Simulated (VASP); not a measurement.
A run of VASP 6.6.1 is set up as follows.

INCAR

```
SYSTEM = SnSe
PREC = Accurate
ENCUT = 520
EDIFF = 1E-6
ISMEAR = -1
SIGMA = 0.05
LREAL = .FALSE.
LASPH = .TRUE.
NELM = 80
ALGO = Normal
ISIF = 2
LWAVE = .FALSE.
LCHARG = .FALSE.
GGA = RP
IVDW = 12
NBANDS = 17
```

File KPOINTS:

```
Automatic mesh
0
G
  8 8 8
  0 0 0
```

The input POSCAR:

```
SnSe
1.0
    0.0000000000      2.8139175449      2.8139175449
    2.8139175449      0.0000000000      2.8139175449
    2.8139175449      2.8139175449      0.0000000000
Sn Se
1 1
Direct
    0.0000000000      0.0000000000      0.0000000000
    0.5000000000      0.5000000000      0.5000000000
```

Potentials or basis: VASP PAW PBE potentials, release 64 (Sn_d, Se).

Run with:

```console
$ cat potpaw_PBE.64/Sn_d/POTCAR potpaw_PBE.64/Se/POTCAR > POTCAR
$ mpirun -np 1 vasp_std > vasp.out
```

**Question.** Estimate the dispersion energy per atom.

**Answer.** -2.030 eV.

**Question.** Predict the band gap on the k mesh.

**Answer.** 0.56 eV, indirect (least direct gap 0.66 eV).

**Question.** Predict the pressure.

**Answer.** 0.0 GPa.

Caveat: the PAW data sets were made with another functional, which shifts forces and pressure a little; spin-orbit coupling is left out, which moves the levels of the heavy elements. A k mesh can miss the band edges.
